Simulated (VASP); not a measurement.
# GaC (F-43m) in VASP: further runs

Runs on GaC. Level: PBEsol. Tasks: single point.

Program: VASP 6.6.1. These are calculated values, not measurements. Logs are shortened: lines on timing, memory, paths and dates and some standing lists are left out, and cuts for length are marked.

**1. The cell of the first run**

The structure is cubic, space group F-43m (No. 216). The conventional cell has a = 4.618 Å, b = 4.618 Å, c = 4.618 Å, α = 90.00°, β = 90.00°, γ = 90.00°. Within 2.6 Å of Ga (site symmetry -43m) lie 4 C at 2.00 Å. C (site symmetry -43m) has 4 Ga at 2.00 Å within 2.6 Å.

**2. Single point, PBEsol**

INCAR reads:

```
  PREC = Accurate
  ENCUT = 600
  EDIFF = 1E-6
  ISMEAR = -1
  SIGMA = 0.05
  LREAL = F
  LASPH = T
  NELM = 120
  ALGO = Normal
  ISIF = 2
  LWAVE = F
  LCHARG = F
  GGA = PS
  NBANDS = 16
  GGA_COMPAT = F
```

KPOINTS reads:

```
regular mesh
0
Gamma
  8 8 8
```

POSCAR reads:

```
GaC
1.0
    0.0000000000      2.3089955272      2.3089955272
    2.3089955272      0.0000000000      2.3089955272
    2.3089955272      2.3089955272      0.0000000000
Ga C
1 1
Direct
    0.0000000000      0.0000000000      0.0000000000
    0.2500000000      0.2500000000      0.2500000000
```

Potentials or basis: VASP PAW PBE potentials, release 64 (Ga_d, C).

Run with:

```
cat potpaw_PBE.64/Ga_d/POTCAR potpaw_PBE.64/C/POTCAR > POTCAR
mpirun -np 1 vasp_std > vasp.out
```

OUTCAR:

```text
PREC = Accurate
   ENCUT = 600
   EDIFF = 1E-6
   ISMEAR = -1
   LREAL = F
   LASPH = T
   NELM = 120
   ISIF = 2
   GGA = PS

 ion  position               nearest neighbor table
   1  0.000  0.000  0.000-   2 2.00   2 2.00   2 2.00   2 2.00
   2  0.250  0.250  0.250-   1 2.00   1 2.00   1 2.00   1 2.00

  LATTYP: Found a face centered cubic cell.
 ALAT       =     4.6179910544

  Lattice vectors:

 A1 = (   0.0000000000,   2.3089955272,   2.3089955272)
 A2 = (   2.3089955272,   0.0000000000,   2.3089955272)
 A3 = (   2.3089955272,   2.3089955272,   0.0000000000)

Analysis of symmetry for initial positions (statically):
=====================================================================
 Subroutine PRICEL returns:
 Original cell was already a primitive cell.

 Routine SETGRP: Setting up the symmetry group for a
 face centered cubic supercell.

 Subroutine GETGRP returns: Found 24 space group operations
 (whereof 24 operations were pure point group operations)
 out of a pool of 48 trial point group operations.

The static configuration has the point symmetry T_d .

Analysis of symmetry for dynamics (positions and initial velocities):
=====================================================================
 Subroutine PRICEL returns:
 Original cell was already a primitive cell.

 Routine SETGRP: Setting up the symmetry group for a
 face centered cubic supercell.

 Subroutine GETGRP returns: Found 24 space group operations
 (whereof 24 operations were pure point group operations)
 out of a pool of 48 trial point group operations.

The dynamic configuration has the point symmetry T_d .

 Subroutine INISYM returns: Found 24 space group operations
 (whereof 24 operations are pure point group operations),
 and found     1 'primitive' translations

----------------------------------------------------------------------------------------

                                     Primitive cell

  volume of cell :      24.6206

  direct lattice vectors                    reciprocal lattice vectors
     0.000000000  2.308995527  2.308995527    -0.216544378  0.216544378  0.216544378
     2.308995527  0.000000000  2.308995527     0.216544378 -0.216544378  0.216544378
     2.308995527  2.308995527  0.000000000     0.216544378  0.216544378 -0.216544378

  length of vectors
     3.265412790  3.265412790  3.265412790     0.375065865  0.375065865  0.375065865

  position of ions in fractional coordinates (direct lattice)
     0.000000000  0.000000000  0.000000000
     0.250000000  0.250000000  0.250000000

  ion indices of the primitive-cell ions
   primitive index   ion index
                 1           1
                 2           2

----------------------------------------------------------------------------------------

 KPOINTS: regular mesh

Automatic generation of k-mesh.
 Grid dimensions read from file:
 generate k-points for:    8    8    8

 Generating k-lattice:

  Cartesian coordinates                     Fractional coordinates (reciprocal lattice)
    -0.027068047  0.027068047  0.027068047     0.125000000  0.000000000  0.000000000
     0.027068047 -0.027068047  0.027068047     0.000000000  0.125000000  0.000000000
     0.027068047  0.027068047 -0.027068047     0.000000000  0.000000000  0.125000000

  Length of vectors
     0.046883233  0.046883233  0.046883233

  Shift w.r.t. Gamma in fractional coordinates (k-lattice)
     0.000000000  0.000000000  0.000000000

 Subroutine IBZKPT returns following result:
 ===========================================

 Found     29 irreducible k-points:

 Following reciprocal coordinates:
            Coordinates               Weight
  0.000000  0.000000  0.000000      1.000000
  0.125000  0.000000  0.000000      8.000000
  0.250000  0.000000  0.000000      8.000000
  0.375000  0.000000  0.000000      8.000000
  0.500000  0.000000  0.000000      4.000000
  0.125000  0.125000  0.000000      6.000000
[... 16 lines left out ...]
  0.500000  0.250000  0.125000     48.000000
 -0.375000  0.250000  0.125000     24.000000
 [... further k-points ...]
   k-points           NKPTS =     29   k-points in BZ     NKDIM =     29   number of bands    NBANDS=     16
   number of dos      NEDOS =    301   number of ions     NIONS =      2
   total plane-waves  NPLWV =  21952
   dimension x,y,z NGX =    28 NGY =   28 NGZ =   28
   dimension x,y,z NGXF=    56 NGYF=   56 NGZF=   56
   ions per type =               1   1
   NGX,Y,Z   is equivalent  to a cutoff of  14.26, 14.26, 14.26 a.u.
   NGXF,Y,Z  is equivalent  to a cutoff of  28.51, 28.51, 28.51 a.u.
 SYSTEM =  unknown system
   PREC   = accura    normal or accurate (medium, high low for compatibility)
   ISTART =      0    job   : 0-new  1-cont  2-samecut
   ICHARG =      2    charge: 1-file 2-atom 10-const
   ISPIN  =      1    spin polarized calculation?
   LNONCOLLINEAR =      F non collinear calculations
   LSORBIT =      F    spin-orbit coupling
   LASPH  =      T    aspherical Exc in radial PAW
   ENCUT  =  600.0 eV  44.10 Ry    6.64 a.u.   6.52  6.52  6.52*2*pi/ulx,y,z
   NELM   =    120;   NELMIN=  2; NELMDL= -5     # of ELM steps
   EDIFF  = 0.1E-05   stopping-criterion for ELM
   LREAL  =      F    real-space projection
   EDIFFG = 0.1E-04   stopping-criterion for IOM
   NSW    =      0    number of steps for IOM
   IBRION =     -1    ionic relax: 0-MD 1-quasi-New 2-CG
   NFREE  =      0    steps in history (QN), initial steepest desc. (CG)
   ISIF   =      2    stress and relaxation
   ISYM   =      2    0-nonsym 1-usesym 2-fastsym
   POTIM  = 0.5000    time-step for ionic-motion
   TEBEG  =    0.0;   TEEND  =   0.0 temperature during run
   PSTRESS=    0.0 pullay stress
   NELECT =      17.0000    total number of electrons
   NUPDOWN=      -1.0000    fix difference up-down
   EMIN   =  10.00;   EMAX   =-10.00  energy-range for DOS
   EFERMI =   0.00;   METHOD = LEGACY
   ISMEAR =    -1;   SIGMA  =   0.05  broadening in eV -4-tet -1-fermi 0-gaus
   EFERMI_NEDOS =   21; number of points for ismear=-14 and -15
   IALGO  =     38    algorithm
   IMIX   =      4    mixing-type and parameters
     AMIX     =   0.40;   BMIX     =  1.00
     AMIX_MAG =   1.60;   BMIX_MAG =  1.00
  volume/ion in A,a.u.               =      12.31        83.07
  Fermi-wavevector in a.u.,A,eV,Ry     =   1.446965  2.734368 28.486626  2.093708
  Thomas-Fermi vector in A             =   2.564974
   LORBIT       =      0    0 simple, 1 ext, 2 COOP (PROOUT), +10 PAW based schemes
   GGA     = PS    functional components
   LHFCALC =     F    Hartree Fock is set to
   AEXX    =    0.0000 exact exchange contribution
   IVDW    =     0    specifies the selected vdW correction
   LEPSILON=     F    determine dielectric tensor
   LRPA    =     F    only Hartree local field effects (RPA)
 non-spin polarized calculation
  energy-cutoff  :      600.00
  volume of cell :       24.62
 maximum number of plane-waves:       869
 NGX is ok and might be reduce to    28
   NGX = 13   NGY = 13   NGZ = 13

 number of electron      16.9999996 magnetization

 Free energy of the ion-electron system (eV)
  ---------------------------------------------------
  ext. energy  EPLUGINS =         0.00000000
  ---------------------------------------------------
  free energy    TOTEN  =       -11.09877091 eV

  energy without entropy =      -11.08968198  energy(sigma->0) =      -11.09422645

 E-fermi :   4.6506     XC(G=0): -11.5986

 val. band max:        4.6139205972   @ k =   0.3750   0.1250   0.0000
 cond. band min:       4.7613723747   @ k =   0.1250   0.0000   0.0000
 fundamental gap:      0.1474517775
 Fermi energy:         4.6505631839

 k-point     1 :       0.0000    0.0000    0.0000
  band No.  band energies     occupation
      1      -8.9501      2.00000
      2      -8.9501      2.00000
      3      -8.9501      2.00000
      4      -8.6981      2.00000
      5      -8.6869      2.00000
      6      -8.6869      2.00000
[... 8 lines left out ...]
     15      22.6670      0.00000
     16      22.6670      0.00000

 k-point     2 :       0.1250    0.0000    0.0000
  band No.  band energies     occupation
      1      -9.0582      2.00000
      2      -8.9336      2.00000
      3      -8.9336      2.00000
      4      -8.6882      2.00000
      5      -8.6882      2.00000
      6      -8.3189      2.00000
[... 8 lines left out ...]
     15      20.8336      0.00000
     16      20.9898      0.00000

 k-point     3 :       0.2500    0.0000    0.0000
  band No.  band energies     occupation
      1      -9.1609      2.00000
      2      -8.9010      2.00000
      3      -8.9010      2.00000
      4      -8.6834      2.00000
      5      -8.6834      2.00000
      6      -7.4126      2.00000
[... 8 lines left out ...]
     15      20.4703      0.00000
     16      20.4703      0.00000

 k-point     4 :       0.3750    0.0000    0.0000
  band No.  band energies     occupation
      1      -9.2314      2.00000
      2      -8.8820      2.00000
      3      -8.8820      2.00000
      4      -8.6641      2.00000
      5      -8.6641      2.00000
      6      -6.0979      2.00000
[... 8 lines left out ...]
     15      22.0797      0.00000
     16      22.0797      0.00000

 k-point     5 :       0.5000    0.0000    0.0000
  band No.  band energies     occupation
      1      -9.2577      2.00000
      2      -8.8784      2.00000
      3      -8.8784      2.00000
      4      -8.6516      2.00000
      5      -8.6516      2.00000
      6      -5.1346      2.00000
[... 8 lines left out ...]
     15      23.8334      0.00000
     16      23.8334      0.00000

 k-point     6 :       0.1250    0.1250    0.0000
  band No.  band energies     occupation
      1      -9.0805      2.00000
      2      -8.9183      2.00000
      3      -8.9183      2.00000
      4      -8.7119      2.00000
      5      -8.6774      2.00000
      6      -8.2144      2.00000
[... 8 lines left out ...]
     15      22.6775      0.00000
     16      23.5356      0.00000
[... 267 lines left out ...]
 k-point    21 :       0.5000    0.5000    0.0000
  band No.  band energies     occupation
      1      -9.2950      2.00000
      2      -8.8657      2.00000
      3      -8.7117      2.00000
      4      -8.7117      2.00000
      5      -8.6216      2.00000
      6      -4.0366      2.00000
[... 8 lines left out ...]
     15      27.2941      0.00000
     16      27.7989      0.00000

 k-point    22 :       0.3750    0.2500    0.1250
  band No.  band energies     occupation
      1      -9.1930      2.00000
      2      -8.8638      2.00000
      3      -8.8475      2.00000
      4      -8.7415      2.00000
      5      -8.6597      2.00000
      6      -6.6853      2.00000
[... 8 lines left out ...]
     15      22.8463      0.00000
     16      24.8613      0.00000

 k-point    23 :       0.5000    0.2500    0.1250
  band No.  band energies     occupation
      1      -9.2237      2.00000
      2      -8.8609      2.00000
      3      -8.8211      2.00000
      4      -8.7251      2.00000
      5      -8.6580      2.00000
      6      -5.4557      2.00000
[... 8 lines left out ...]
     15      23.1749      0.00000
     16      24.8499      0.00000

 k-point    24 :      -0.3750    0.2500    0.1250
  band No.  band energies     occupation
      1      -9.2358      2.00000
      2      -8.8647      2.00000
      3      -8.8128      2.00000
      4      -8.7060      2.00000
      5      -8.6616      2.00000
      6      -4.5876      2.00000
[... 8 lines left out ...]
     15      22.7809      0.00000
     16      24.6321      0.00000

 [... further k-points ...]
[... 5 lines left out ...]
  --------------------------------------------------------------------------------------
  -------------------------------------------------------------------------------------
  Total        0.2414308      0.2414308      0.2414308     -0.0000000      0.0000000      0.0000000
  in kB       15.7110031     15.7110031     15.7110031     -0.0000000      0.0000000      0.0000000
  external PRESSURE =      15.7110031 kB  Pullay stress =       0.0000000 kB

 VOLUME and BASIS-vectors are now :
 -----------------------------------------------------------------------------
  energy-cutoff  :      600.00
  volume of cell :       24.62
      direct lattice vectors                 reciprocal lattice vectors
     0.000000000  2.308995527  2.308995527    -0.216544378  0.216544378  0.216544378
     2.308995527  0.000000000  2.308995527     0.216544378 -0.216544378  0.216544378
     2.308995527  2.308995527  0.000000000     0.216544378  0.216544378 -0.216544378

 POSITION                                       TOTAL-FORCE (eV/Angst)
 -----------------------------------------------------------------------------------
      0.00000      0.00000      0.00000        -0.000000      0.000000     -0.000000
      1.15450      1.15450      1.15450         0.000000      0.000000      0.000000
 -----------------------------------------------------------------------------------
    total drift:                                0.000000      0.000000      0.000000

  FREE ENERGIE OF THE ION-ELECTRON SYSTEM (eV)
  ---------------------------------------------------
  free  energy   TOTEN  =       -11.0987709138 eV

  energy  without entropy=      -11.0896819810  energy(sigma->0) =      -11.09422645
```

Wall time 24 s (1 thread of Intel Xeon 8259CL, shared host); peak memory 0.16 GiB.

Results:

* Free energy: -11.0988 eV
* Pressure: 1.6 GPa

Caveat: the PAW data sets were made with another functional, which shifts forces and pressure a little.

**3. Single point, PBEsol**

This run uses another cell than the first one, of 12.50 Å³/atom, 1.015 times its volume.

INCAR reads:

```
SYSTEM = GaC
PREC = Accurate
ENCUT = 600
EDIFF = 1E-6
ISMEAR = -1
SIGMA = 0.05
LREAL = .FALSE.
LASPH = .TRUE.
NELM = 120
ALGO = Normal
ISIF = 2
LWAVE = .FALSE.
LCHARG = .FALSE.
GGA = PS
NBANDS = 16
GGA_COMPAT = .FALSE.
```

KPOINTS reads:

```
regular mesh
0
G
  8 8 8
  0 0 0
```

POSCAR reads:

```
GaC
1.0
    0.0000000000      2.3206573185      2.3206573185
    2.3206573185      0.0000000000      2.3206573185
    2.3206573185      2.3206573185      0.0000000000
Ga C
1 1
Direct
    0.0000000000      0.0000000000      0.0000000000
    0.2500000000      0.2500000000      0.2500000000
```

Potentials or basis: VASP PAW PBE potentials, release 64 (Ga_d, C).

Run with:

```
cat potpaw_PBE.64/Ga_d/POTCAR potpaw_PBE.64/C/POTCAR > POTCAR
mpirun -np 1 vasp_std > vasp.out
```

OUTCAR:

```text
SYSTEM = GaC
   PREC = Accurate
   ENCUT = 600
   EDIFF = 1E-6
   ISMEAR = -1
   LREAL = .FALSE.
   LASPH = .TRUE.
   NELM = 120
   ISIF = 2
   GGA = PS

 ion  position               nearest neighbor table
   1  0.000  0.000  0.000-   2 2.01   2 2.01   2 2.01   2 2.01
   2  0.250  0.250  0.250-   1 2.01   1 2.01   1 2.01   1 2.01

  LATTYP: Found a face centered cubic cell.
 ALAT       =     4.6413146370

  Lattice vectors:

 A1 = (   0.0000000000,   2.3206573185,   2.3206573185)
 A2 = (   2.3206573185,   0.0000000000,   2.3206573185)
 A3 = (   2.3206573185,   2.3206573185,   0.0000000000)

Analysis of symmetry for initial positions (statically):
=====================================================================
 Subroutine PRICEL returns:
 Original cell was already a primitive cell.

 Routine SETGRP: Setting up the symmetry group for a
 face centered cubic supercell.

 Subroutine GETGRP returns: Found 24 space group operations
 (whereof 24 operations were pure point group operations)
 out of a pool of 48 trial point group operations.

The static configuration has the point symmetry T_d .

Analysis of symmetry for dynamics (positions and initial velocities):
=====================================================================
 Subroutine PRICEL returns:
 Original cell was already a primitive cell.

 Routine SETGRP: Setting up the symmetry group for a
 face centered cubic supercell.

 Subroutine GETGRP returns: Found 24 space group operations
 (whereof 24 operations were pure point group operations)
 out of a pool of 48 trial point group operations.

The dynamic configuration has the point symmetry T_d .

 Subroutine INISYM returns: Found 24 space group operations
 (whereof 24 operations are pure point group operations),
 and found     1 'primitive' translations
[... 103 lines left out ...]
   POTIM  = 0.5000    time-step for ionic-motion
   TEBEG  =    0.0;   TEEND  =   0.0 temperature during run
   PSTRESS=    0.0 pullay stress
   NELECT =      17.0000    total number of electrons
   NUPDOWN=      -1.0000    fix difference up-down
   EMIN   =  10.00;   EMAX   =-10.00  energy-range for DOS
   EFERMI =   0.00;   METHOD = LEGACY
   ISMEAR =    -1;   SIGMA  =   0.05  broadening in eV -4-tet -1-fermi 0-gaus
   EFERMI_NEDOS =   21; number of points for ismear=-14 and -15
   IALGO  =     38    algorithm
   IMIX   =      4    mixing-type and parameters
     AMIX     =   0.40;   BMIX     =  1.00
     AMIX_MAG =   1.60;   BMIX_MAG =  1.00
  volume/ion in A,a.u.               =      12.50        84.34
  Fermi-wavevector in a.u.,A,eV,Ry     =   1.439694  2.720627 28.201042  2.072718
  Thomas-Fermi vector in A             =   2.558521
   LORBIT       =      0    0 simple, 1 ext, 2 COOP (PROOUT), +10 PAW based schemes
   GGA     = PS    functional components
   LHFCALC =     F    Hartree Fock is set to
   AEXX    =    0.0000 exact exchange contribution
   IVDW    =     0    specifies the selected vdW correction
   LEPSILON=     F    determine dielectric tensor
   LRPA    =     F    only Hartree local field effects (RPA)
 non-spin polarized calculation
  energy-cutoff  :      600.00
  volume of cell :       25.00
 maximum number of plane-waves:       869
 NGX is ok and might be reduce to    28
   NGX = 13   NGY = 13   NGZ = 13

 number of electron      16.9999998 magnetization

 Free energy of the ion-electron system (eV)
  ---------------------------------------------------
  ext. energy  EPLUGINS =         0.00000000
  ---------------------------------------------------
  free energy    TOTEN  =       -11.10009399 eV

  energy without entropy =      -11.09083057  energy(sigma->0) =      -11.09546228

 E-fermi :   4.5075     XC(G=0): -11.5220

 val. band max:        4.4738821080   @ k =   0.3750   0.1250   0.0000
 cond. band min:       4.5992493528   @ k =   0.1250   0.0000   0.0000
 fundamental gap:      0.1253672448
 Fermi energy:         4.5075465629

 k-point     1 :       0.0000    0.0000    0.0000
  band No.  band energies     occupation
      1      -9.0790      2.00000
      2      -9.0790      2.00000
      3      -9.0790      2.00000
      4      -8.8269      2.00000
      5      -8.8269      2.00000
      6      -8.7254      2.00000
[... 433 lines left out ...]
      3      -8.9471      2.00000
      4      -8.8448      2.00000
      5      -8.8025      2.00000
      6      -4.7027      2.00000
[... 8 lines left out ...]
     15      22.4901      0.00000
     16      24.3036      0.00000

 [... further k-points ...]
[... 5 lines left out ...]
  --------------------------------------------------------------------------------------
  -------------------------------------------------------------------------------------
  Total       -0.0994512     -0.0994512     -0.0994512      0.0000000      0.0000000      0.0000000
  in kB       -6.3746673     -6.3746673     -6.3746673      0.0000000      0.0000000      0.0000000
  external PRESSURE =      -6.3746673 kB  Pullay stress =       0.0000000 kB

 VOLUME and BASIS-vectors are now :
 -----------------------------------------------------------------------------
  energy-cutoff  :      600.00
  volume of cell :       25.00
      direct lattice vectors                 reciprocal lattice vectors
     0.000000000  2.320657318  2.320657318    -0.215456197  0.215456197  0.215456197
     2.320657318  0.000000000  2.320657318     0.215456197 -0.215456197  0.215456197
     2.320657318  2.320657318  0.000000000     0.215456197  0.215456197 -0.215456197

 POSITION                                       TOTAL-FORCE (eV/Angst)
 -----------------------------------------------------------------------------------
      0.00000      0.00000      0.00000         0.000000      0.000000      0.000000
      1.16033      1.16033      1.16033        -0.000000     -0.000000     -0.000000
 -----------------------------------------------------------------------------------
    total drift:                                0.000001      0.000001      0.000001

  FREE ENERGIE OF THE ION-ELECTRON SYSTEM (eV)
  ---------------------------------------------------
  free  energy   TOTEN  =       -11.1000939885 eV

  energy  without entropy=      -11.0908305667  energy(sigma->0) =      -11.09546228
```

Wall time 28 s (1 thread of Intel Xeon 8259CL, shared host); peak memory 0.16 GiB.

What came out:

| Property | Result |
| --- | --- |
| Free energy | -11.1001 eV |
| Pressure | -0.6 GPa |

Caveat: the PAW data sets were made with another functional, which shifts forces and pressure a little.
